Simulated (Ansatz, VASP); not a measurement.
Sn in VASP and in Ansatz

The input INCAR:

```
PREC = Accurate
ENCUT = 520
EDIFF = 1E-7
ISMEAR = -1
SIGMA = 0.1
LREAL = False
LASPH = True
NELM = 100
ALGO = Normal
ISIF = 2
LWAVE = False
LCHARG = False
GGA = PE
NBANDS = 21
```

File KPOINTS:

```
regular mesh
0
Gamma
  10 10 10
```

POSCAR

```
Sn
1.0
   -2.9706483658      2.9706483658      1.6216449170
    2.9706483658     -2.9706483658      1.6216449170
    2.9706483658      2.9706483658     -1.6216449170
Sn
2
Direct
    0.0000000000      0.0000000000      0.0000000000
    0.7500000000      0.2500000000      0.5000000000
```

Input for Ansatz:

```yaml
crystal:
  lattice:
    - [-2.970648365837441, 2.970648365837441, 1.6216449170006282]
    - [2.970648365837441, -2.970648365837441, 1.6216449170006282]
    - [2.970648365837441, 2.970648365837441, -1.6216449170006282]
  atoms:
    - { symbol: Sn, position: [0.0, 0.0, 0.0] }
    - { symbol: Sn, position: [0.75, 0.25, 0.5] }
basis:
  ecutwfc: 500.0
kpoints:
  mp_grid:
    grid: [10, 10, 10]
scf:
  convergence:
    dr2_threshold: 1.0e-10
  occupations:
    method: fermi_dirac
    width: 0.1
output:
  stress: true
```

Alike in both runs: task single point; functional PBE; k mesh 10 × 10 × 10; occupations fermi-dirac, width 0.1 eV; no spin polarisation.

|  | VASP | Ansatz |
| --- | --- | --- |
| version | VASP 6.6.1 | Ansatz 0.2.0 |
| potentials or method | VASP PAW PBE potentials, release 64 (Sn_d), cutoff 520 eV | plane waves, PAW |
| valence electrons in the cell | 28 | 28 |

|  | VASP | Ansatz | Ansatz less VASP |
| --- | --- | --- | --- |
| pressure (GPa) | -0.3 | -0.3 | +0.06 |
| traceless stress, the component that is largest in VASP (GPa) | -0.58 | -0.58 | +0.001 |

With one functional, cell and mesh, what is left measures potentials, basis and numerics.
